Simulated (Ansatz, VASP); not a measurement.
# Two plane-wave programs on SiO2

INCAR

```
SYSTEM = SiO2
  ALGO = Normal
  EDIFF = 1E-7
  ENCUT = 520
  ISIF = 2
  ISMEAR = 0
  LASPH = .True.
  LCHARG = .False.
  LREAL = .False.
  LWAVE = .False.
  NBANDS = 25
  NELM = 60
  PREC = Accurate
  SIGMA = 0.01
```

File KPOINTS:

```
k-points
0
Gamma
  6 6 8
  0 0 0
```

POSCAR

```
SiO2
1.0
    4.3121437263      0.0000000000      0.0000000000
    0.0000000000      4.3121437263      0.0000000000
    0.0000000000      0.0000000000      2.7512329637
Si O
2 4
Direct
    0.0000000000      0.0000000000      0.0000000000
    0.5000000000      0.5000000000      0.5000000000
    0.3059000000      0.3059000000      0.0000000000
    0.1941000000      0.8059000000      0.5000000000
    0.6941000000      0.6941000000      0.0000000000
    0.8059000000      0.1941000000      0.5000000000
```

Input for Ansatz:

```yaml
crystal:
  lattice:
    - [4.312143726295883, 0.0, 0.0]
    - [0.0, 4.312143726295883, 0.0]
    - [0.0, 0.0, 2.75123296371431]
  atoms:
    - { symbol: Si, position: [0.0, 0.0, 0.0] }
    - { symbol: Si, position: [0.5, 0.5, 0.5] }
    - { symbol: O, position: [0.3059, 0.3059, 0.0] }
    - { symbol: O, position: [0.1941, 0.8059, 0.5] }
    - { symbol: O, position: [0.6941, 0.6941, 0.0] }
    - { symbol: O, position: [0.8059, 0.1941, 0.5] }
basis:
  ecutwfc: 420.0
kpoints:
  mp_grid:
    grid: [6, 6, 8]
hamiltonian:
  xc: lda
scf:
  convergence:
    dr2_threshold: 1.0e-10
  occupations:
    method: fixed
output:
  stress: true
```

Alike in both runs: task single point; functional LDA; k mesh 6 × 6 × 8; no spin polarisation.

|  | VASP | Ansatz |
| --- | --- | --- |
| version | VASP 6.6.1 | Ansatz 0.2.0 |
| potentials or method | VASP PAW LDA potentials, release 64 (Si, O), cutoff 520 eV | plane waves, PAW |
| occupations | gaussian, width 0.01 eV | fixed |
| valence electrons in the cell | 32 | 32 |

```tsv
	VASP	Ansatz	Ansatz less VASP
pressure (GPa)	-27.9	-28.6	-0.76
traceless stress, the component that is largest in VASP (GPa)	-2.77	-3.27	-0.503
```

LDA's correlation is that of Perdew and Zunger in VASP and of Perdew and Wang (1992) in Ansatz.
